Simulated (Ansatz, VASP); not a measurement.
# Sr3Ag: VASP beside Ansatz

File INCAR:

```
  PREC = Accurate
  ENCUT = 520
  EDIFF = 1E-7
  ISMEAR = -1
  SIGMA = 0.05
  LREAL = F
  LASPH = T
  NELM = 80
  ALGO = Fast
  ISIF = 2
  LWAVE = F
  LCHARG = F
  GGA = PE
  NBANDS = 28
```

File KPOINTS:

```
Automatic mesh
0
Gamma
  5 5 5
```

Contents of POSCAR:

```
Sr3Ag
1.0
    5.4908750000      0.0000000000      0.0000000000
    0.0000000000      5.4908750000      0.0000000000
    0.0000000000      0.0000000000      5.4908750000
Ag Sr
1 3
Direct
    0.0044340000      0.0010370000      0.0019570000
    0.5079590000      0.4988720000     -0.0018760000
    0.5013000000     -0.0095780000      0.5069550000
    0.0053860000      0.4945450000      0.5029600000
```

input.yaml

```yaml
crystal:
  lattice:
    - [5.490875, 0.0, 0.0]
    - [0.0, 5.490875, 0.0]
    - [0.0, 0.0, 5.490875]
  atoms:
    - { symbol: Ag, position: [0.004434, 0.001037, 0.001957] }
    - { symbol: Sr, position: [0.507959, 0.498872, -0.001876] }
    - { symbol: Sr, position: [0.5013, -0.009578, 0.506955] }
    - { symbol: Sr, position: [0.005386, 0.494545, 0.50296] }
hamiltonian:
  xc: pbe
  pseudopotentials: { kind: paw }
kpoints:
  mp_grid: { grid: [5, 5, 5] }
scf:
  occupations: { method: fermi_dirac, width: 0.05 }
output:
  forces: true
  stress: true
  eigenvalues: true
```

Change from the starting cell: atoms moved at random, drawn with an rms of 0.05 Å.

Alike in both runs: task single point; functional PBE; k mesh 5 × 5 × 5; occupations fermi-dirac, width 0.05 eV; no spin polarisation.

|  | VASP | Ansatz |
| --- | --- | --- |
| version | VASP 6.6.1 | Ansatz 0.2.0 |
| potentials or method | VASP PAW PBE potentials, release 64 (Ag, Sr_sv) | Ansatz PAW |
| plane-wave cutoff (eV) | 520 | 420 |
| valence electrons in the cell | 41 | 49 |

```tsv
	VASP	Ansatz	Ansatz less VASP
gap on the k mesh at the Fermi level (eV)	none	none	-
pressure (GPa)	0.0	0.0	-0.03
rms of the force components (eV/Å)	0.074	0.074	-0.0002
```

Atom by atom the forces differ by 0.000 eV/Å (rms over components). A gap of «none» marks a metal or a gap that the smearing closes. VASP's potentials hold 41 valence electrons a cell and Ansatz's 49, so a difference there can come from the potentials and not from the codes.
